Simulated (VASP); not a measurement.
# Hf (P6_3/mmc) in VASP: further runs, part 2 of 2

VASP 6.6.1. Earlier steps stand in the parts before.

## (4) Single point, r2SCAN (volume scaled by 0.800)

Contents of POSCAR:

```
Hf
1.0
    2.9619786754      0.0000000000      0.0000000000
   -1.4809893377      2.5651487783      0.0000000000
    0.0000000000      0.0000000000      4.7100282679
Hf
2
Direct
    0.3333333333      0.6666666667      0.2500000000
    0.6666666667      0.3333333333      0.7500000000
```

Contents of INCAR.step1:

```
SYSTEM = Hf
  PREC = Accurate
  ENCUT = 520
  ISMEAR = 0
  SIGMA = 0.05
  LREAL = .FALSE.
  LASPH = .TRUE.
  NELM = 100
  NBANDS = 17
  GGA = PE
  ALGO = Normal
  EDIFF = 1E-4
  LWAVE = .TRUE.
  LCHARG = .FALSE.
```

Contents of INCAR.step2:

```
SYSTEM = Hf
  PREC = Accurate
  ENCUT = 520
  EDIFF = 1E-6
  ISMEAR = 0
  SIGMA = 0.05
  LREAL = .FALSE.
  LASPH = .TRUE.
  NELM = 100
  ALGO = Normal
  ISIF = 2
  LWAVE = .FALSE.
  LCHARG = .FALSE.
  METAGGA = R2SCAN
  LMIXTAU = .TRUE.
  NBANDS = 17
  ISTART = 1
```

Contents of KPOINTS:

```
Automatic mesh
0
G
  18 18 10
  0 0 0
```

Potentials or basis: VASP PAW PBE potentials, release 64 (Hf_pv).

The run is started by

```console
cat potpaw_PBE.64/Hf_pv/POTCAR > POTCAR
cp INCAR.step1 INCAR
mpirun -np 1 vasp_std > vasp.out
cp INCAR.step2 INCAR
mpirun -np 1 vasp_std > vasp.out
```

OUTCAR:

```text
SYSTEM = Hf
   PREC = Accurate
   ENCUT = 520
   EDIFF = 1E-6
   ISMEAR = 0
   LREAL = .FALSE.
   LASPH = .TRUE.
   NELM = 100
   ISIF = 2
   METAGGA = R2SCAN
   ISTART = 1

 ion  position               nearest neighbor table
   1  0.333  0.667  0.250-   2 2.91   2 2.91   2 2.91   2 2.91   2 2.91   2 2.91
   2  0.667  0.333  0.750-   1 2.91   1 2.91   1 2.91   1 2.91   1 2.91   1 2.91

  LATTYP: Found a hexagonal cell.
 ALAT       =     2.9619786754
 C/A-ratio  =     1.5901627878

  Lattice vectors:

 A1 = (   2.9619786754,   0.0000000000,   0.0000000000)
 A2 = (  -1.4809893377,   2.5651487783,   0.0000000000)
 A3 = (   0.0000000000,   0.0000000000,   4.7100282679)

Analysis of symmetry for initial positions (statically):
=====================================================================
 Subroutine PRICEL returns:
 Original cell was already a primitive cell.

 Routine SETGRP: Setting up the symmetry group for a
 hexagonal supercell.

 Subroutine GETGRP returns: Found 24 space group operations
 (whereof 12 operations were pure point group operations)
 out of a pool of 24 trial point group operations.

The static configuration has the point symmetry D_3d.
 The point group associated with its full space group is D_6h.

Analysis of symmetry for dynamics (positions and initial velocities):
=====================================================================
 Subroutine PRICEL returns:
 Original cell was already a primitive cell.

 Routine SETGRP: Setting up the symmetry group for a
 hexagonal supercell.

 Subroutine GETGRP returns: Found 24 space group operations
 (whereof 12 operations were pure point group operations)
 out of a pool of 24 trial point group operations.

The dynamic configuration has the point symmetry D_3d.
 The point group associated with its full space group is D_6h.

 Subroutine INISYM returns: Found 24 space group operations
 (whereof 12 operations are pure point group operations),
 and found     1 'primitive' translations

----------------------------------------------------------------------------------------

                                     Primitive cell

  volume of cell :      35.7864

  direct lattice vectors                    reciprocal lattice vectors
     2.961978675  0.000000000  0.000000000     0.337612154  0.194920468  0.000000000
    -1.480989338  2.565148778  0.000000000     0.000000000  0.389840936  0.000000000
     0.000000000  0.000000000  4.710028268     0.000000000  0.000000000  0.212312951

  length of vectors
     2.961978675  2.961978675  4.710028268     0.389840936  0.389840936  0.212312951

  position of ions in fractional coordinates (direct lattice)
     0.333333333  0.666666667  0.250000000
     0.666666667  0.333333333  0.750000000

  ion indices of the primitive-cell ions
   primitive index   ion index
                 1           1
                 2           2

----------------------------------------------------------------------------------------

 KPOINTS: Automatic mesh

Automatic generation of k-mesh.
 Grid dimensions read from file:
 generate k-points for:   18   18   10

 Generating k-lattice:

  Cartesian coordinates                     Fractional coordinates (reciprocal lattice)
     0.018756231  0.010828915  0.000000000     0.055555556 -0.000000000  0.000000000
     0.000000000  0.021657830  0.000000000     0.000000000  0.055555556  0.000000000
     0.000000000  0.000000000  0.021231295     0.000000000  0.000000000  0.100000000

  Length of vectors
     0.021657830  0.021657830  0.021231295

  Shift w.r.t. Gamma in fractional coordinates (k-lattice)
     0.000000000  0.000000000  0.000000000

 Subroutine IBZKPT returns following result:
 ===========================================

 Found    222 irreducible k-points:

 Following reciprocal coordinates:
            Coordinates               Weight
  0.000000  0.000000  0.000000      1.000000
  0.055556 -0.000000  0.000000      6.000000
  0.111111 -0.000000  0.000000      6.000000
  0.166667  0.000000  0.000000      6.000000
  0.222222 -0.000000  0.000000      6.000000
  0.277778  0.000000  0.000000      6.000000
[... 16 lines left out ...]
  0.333333  0.111111  0.000000     12.000000
  0.388889  0.111111  0.000000     12.000000
 [... further k-points ...]
   k-points           NKPTS =    222   k-points in BZ     NKDIM =    222   number of bands    NBANDS=     17
   number of dos      NEDOS =    301   number of ions     NIONS =      2
   total plane-waves  NPLWV =  20736
   dimension x,y,z NGX =    24 NGY =   24 NGZ =   36
   dimension x,y,z NGXF=    48 NGYF=   48 NGZF=   72
   ions per type =               2
   NGX,Y,Z   is equivalent  to a cutoff of  13.47, 13.47, 12.71 a.u.
   NGXF,Y,Z  is equivalent  to a cutoff of  26.94, 26.94, 25.41 a.u.
 SYSTEM =  Hf
   PREC   = accura    normal or accurate (medium, high low for compatibility)
   ISTART =      1    job   : 0-new  1-cont  2-samecut
   ICHARG =      0    charge: 1-file 2-atom 10-const
   ISPIN  =      1    spin polarized calculation?
   LNONCOLLINEAR =      F non collinear calculations
   LSORBIT =      F    spin-orbit coupling
   LASPH  =      T    aspherical Exc in radial PAW
   ENCUT  =  520.0 eV  38.22 Ry    6.18 a.u.   5.51  5.51  8.76*2*pi/ulx,y,z
   NELM   =    100;   NELMIN=  2; NELMDL=  0     # of ELM steps
   EDIFF  = 0.1E-05   stopping-criterion for ELM
   LREAL  =      F    real-space projection
   EDIFFG = 0.1E-04   stopping-criterion for IOM
   NSW    =      0    number of steps for IOM
   IBRION =     -1    ionic relax: 0-MD 1-quasi-New 2-CG
   NFREE  =      0    steps in history (QN), initial steepest desc. (CG)
   ISIF   =      2    stress and relaxation
   ISYM   =      2    0-nonsym 1-usesym 2-fastsym
   POTIM  = 0.5000    time-step for ionic-motion
   TEBEG  =    0.0;   TEEND  =   0.0 temperature during run
   PSTRESS=    0.0 pullay stress
   NELECT =      20.0000    total number of electrons
   NUPDOWN=      -1.0000    fix difference up-down
   EMIN   =  10.00;   EMAX   =-10.00  energy-range for DOS
   EFERMI =   0.00;   METHOD = LEGACY
   ISMEAR =     0;   SIGMA  =   0.05  broadening in eV -4-tet -1-fermi 0-gaus
   EFERMI_NEDOS =   21; number of points for ismear=-14 and -15
   IALGO  =     38    algorithm
   IMIX   =      4    mixing-type and parameters
     AMIX     =   0.40;   BMIX     =  1.00
     AMIX_MAG =   1.60;   BMIX_MAG =  1.00
  volume/ion in A,a.u.               =      17.89       120.75
  Fermi-wavevector in a.u.,A,eV,Ry     =   1.348483  2.548263 24.740923  1.818407
  Thomas-Fermi vector in A             =   2.476148
   LORBIT       =      0    0 simple, 1 ext, 2 COOP (PROOUT), +10 PAW based schemes
   METAGGA = R2SCAN    functional components
   LHFCALC =     F    Hartree Fock is set to
   AEXX    =    0.0000 exact exchange contribution
   IVDW    =     0    specifies the selected vdW correction
   LEPSILON=     F    determine dielectric tensor
   LRPA    =     F    only Hartree local field effects (RPA)
 non-spin polarized calculation
 Gauss-broadening in eV      SIGMA  =   0.05
  energy-cutoff  :      520.00
  volume of cell :       35.79
 maximum number of plane-waves:       994
 NGX is ok and might be reduce to    24
   NGX = 11   NGY = 11   NGZ = 17

 number of electron      19.9999998 magnetization

 Free energy of the ion-electron system (eV)
  ---------------------------------------------------
  ext. energy  EPLUGINS =         0.00000000
  ---------------------------------------------------
  free energy    TOTEN  =       -89.49166049 eV

  energy without entropy =      -89.49035380  energy(sigma->0) =      -89.49100715

 E-fermi :   6.5003     XC(G=0): -13.3368

 val. band max:        6.4943591204   @ k =   0.3333   0.3333   0.5000
 cond. band min:       6.5243234168   @ k =   0.3333   0.3333   0.4000
 fundamental gap:      0.0299642965
 Fermi energy:         6.5002995485

 k-point     1 :       0.0000    0.0000    0.0000
  band No.  band energies     occupation
      1     -25.7944      2.00000
      2     -24.2469      2.00000
      3     -24.2469      2.00000
      4     -24.0033      2.00000
      5     -24.0033      2.00000
      6     -23.9945      2.00000
[... 9 lines left out ...]
     16       9.9604      0.00000
     17      13.4201      0.00000
[... 441 lines left out ...]
 k-point    24 :       0.3889    0.1111    0.0000
  band No.  band energies     occupation
      1     -25.4294      2.00000
      2     -25.1280      2.00000
      3     -25.0242      2.00000
      4     -24.6875      2.00000
      5     -24.4396      2.00000
      6     -24.2795      2.00000
[... 9 lines left out ...]
     16      14.7209      0.00000
     17      15.5978      0.00000

 [... further k-points ...]
[... 5 lines left out ...]
  --------------------------------------------------------------------------------------
  -------------------------------------------------------------------------------------
  Total        7.8318003      7.8318003      7.7494754     -0.0000000      0.0000000      0.0000000
  in kB      350.6341308    350.6341308    346.9483997     -0.0000000      0.0000000      0.0000000
  external PRESSURE =     349.4055538 kB  Pullay stress =       0.0000000 kB

 VOLUME and BASIS-vectors are now :
 -----------------------------------------------------------------------------
  energy-cutoff  :      520.00
  volume of cell :       35.79
      direct lattice vectors                 reciprocal lattice vectors
     2.961978675  0.000000000  0.000000000     0.337612154  0.194920468  0.000000000
    -1.480989338  2.565148778  0.000000000     0.000000000  0.389840936  0.000000000
     0.000000000  0.000000000  4.710028268     0.000000000  0.000000000  0.212312951

 POSITION                                       TOTAL-FORCE (eV/Angst)
 -----------------------------------------------------------------------------------
     -0.00000      1.71010      1.17751        -0.000000      0.000000      0.000000
      1.48099      0.85505      3.53252         0.000000     -0.000000      0.000000
 -----------------------------------------------------------------------------------
    total drift:                               -0.000000      0.000000     -0.000000

  FREE ENERGIE OF THE ION-ELECTRON SYSTEM (eV)
  ---------------------------------------------------
  free  energy   TOTEN  =       -89.4916604935 eV

  energy  without entropy=      -89.4903538045  energy(sigma->0) =      -89.49100715
```

Run time: 3.7 min. Hardware: 1 thread of Intel Xeon 6975P-C, shared host; peak memory 0.25 GiB.

Results:

| Quantity | Value |
| --- | --- |
| Free energy | -89.4917 eV |
| Pressure | 34.9 GPa |
| Band gap on the k mesh | zero (band 10 reaches 7.83 eV, above the bottom of band 11 at 6.11 eV) |

Caveat: the PAW data sets were made with another functional, which shifts forces and pressure a little; spin-orbit coupling is left out, which moves the levels of the heavy elements.

## (5) Overview

| cell | k mesh | gap on the mesh (eV) | pressure (GPa) |
| --- | --- | --- | --- |
| a = 2.907, b = 2.907, c = 4.645 Å, angles 90.0, 90.0, 120.0°, 2 atoms | 18 × 18 × 10 | none | 46.7 |
| a = 3.155, b = 3.155, c = 4.983 Å, angles 90.0, 90.0, 120.0°, 2 atoms | 16 × 16 × 10 | none | 4.3 |
| a = 2.962, b = 2.962, c = 4.710 Å, angles 90.0, 90.0, 120.0°, 2 atoms | 18 × 18 × 10 | none | 34.9 |

Alike in all rows: task single point; level r2SCAN; potentials or basis VASP PAW PBE potentials, release 64 (Hf_pv); no spin polarisation; cutoff (eV) 520; smearing gaussian 0.05 eV.

Caveats: the PAW data sets were made with another functional, which shifts forces and pressure a little; spin-orbit coupling is left out, which moves the levels of the heavy elements.

Total energies depend on the potentials used, so only differences within one code and one set of settings carry meaning.
